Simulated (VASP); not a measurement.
Input of a VASP 6.6.1 run:

INCAR

```
SYSTEM = O
ALGO = Normal
EDIFF = 1E-8
ENCUT = 520
ISIF = 2
ISMEAR = -5
LASPH = .True.
LCHARG = .False.
LEFG = .True.
LREAL = .False.
LWAVE = .False.
NBANDS = 13
NELM = 100
PREC = Accurate
SIGMA = 0.1
```

The input KPOINTS:

```
k-points
0
Gamma
  14 14 14
  0 0 0
```

File POSCAR:

```
O
1.0
    0.0000000000      1.8643428824      3.8461435541
    1.4814762822      0.0000000000      3.8461435541
    1.4814762822      1.8643428824      0.0000000000
O
2
Direct
    0.4210980000      0.4210980000      0.5789020000
    0.5789020000      0.5789020000      0.4210980000
```

Potentials or basis: VASP PAW LDA potentials, release 64 (O).

Launch:

```bash
$ cat potpaw_LDA.64/O/POTCAR > POTCAR
$ mpirun -np 1 vasp_std > vasp.out
```

Problem. Predict the band gap on the k mesh.

Solution. Zero (bands 6 and 7 overlap by 2.19 eV).

Problem. What does it give for the largest force?

Solution. 0.340 eV/Å.

Problem. What does it give for the pressure?

Solution. -3.5 GPa.

Electric field gradients, principal values (V/Å²):
| atom | least | middle | greatest (by size) |
| --- | --- | --- | --- |
| 1 O | -55.665 | -70.680 | 126.345 |
| 2 O | -55.665 | -70.680 | 126.345 |

Caveat: the standard files for N, O and F lose accuracy on very short bonds; spin is off for a triplet molecule; the stress differs along the axes, from -8 to 2 GPa; without QUAD_EFG the Cq values of the log hold for a quadrupole moment of 1 mb, not for the nuclei; tetrahedron occupations give inexact forces and stress in metals.
